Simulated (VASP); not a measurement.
A run of VASP 6.6.1:

Contents of INCAR:

```
ALGO     = Normal         # electronic algorithm
EDIFF    = 1E-6           # SCF threshold, eV
ENCUT    = 520            # plane-wave cutoff, eV
GGA      = PE             # functional
ISIF     = 2              # what is computed and relaxed
ISMEAR   = 0              # smearing method
ISPIN    = 2              # spin polarisation
LASPH    = T              # aspherical terms in the spheres
LCHARG   = F              # write CHGCAR
LMAXMIX  = 4              # l up to which the mixer works
LORBIT   = 11             # projections on sites
LREAL    = F              # projectors in reciprocal space
LWAVE    = F              # write WAVECAR
MAGMOM   = 0.74 0         # initial moments
NBANDS   = 22             # bands
NELM     = 150            # most SCF steps
PREC     = Accurate       # precision mode
SIGMA    = 0.1            # smearing width, eV
```

KPOINTS

```
k-points
0
Gamma
  18 18 18
```

File POSCAR:

```
CoSn
1.0
    3.1602931247      0.0000000000      0.0000000000
    0.0000000000      3.1602931247      0.0000000000
    0.0000000000      0.0000000000      3.1602931247
Co Sn
1 1
Direct
    0.0000000000      0.0000000000      0.0000000000
    0.5000000000      0.5000000000      0.5000000000
```

Potentials or basis: VASP PAW PBE potentials, release 64 (Co, Sn_d).

Launch:

```bash
$ cat potpaw_PBE.64/Co/POTCAR potpaw_PBE.64/Sn_d/POTCAR > POTCAR
$ mpirun -np 1 vasp_std > vasp.out
```

Hardware: 1 thread of Intel(R) Xeon(R) 6975P-C (Granite Rapids), on a shared host.

Problem. How long does it take, and how much memory?

Solution. Wall time 72 s on 1 thread of Intel(R) Xeon(R) 6975P-C (Granite Rapids), on a shared host, peak memory 0.33 GiB. Counts: scf iterations 15, k points 220.
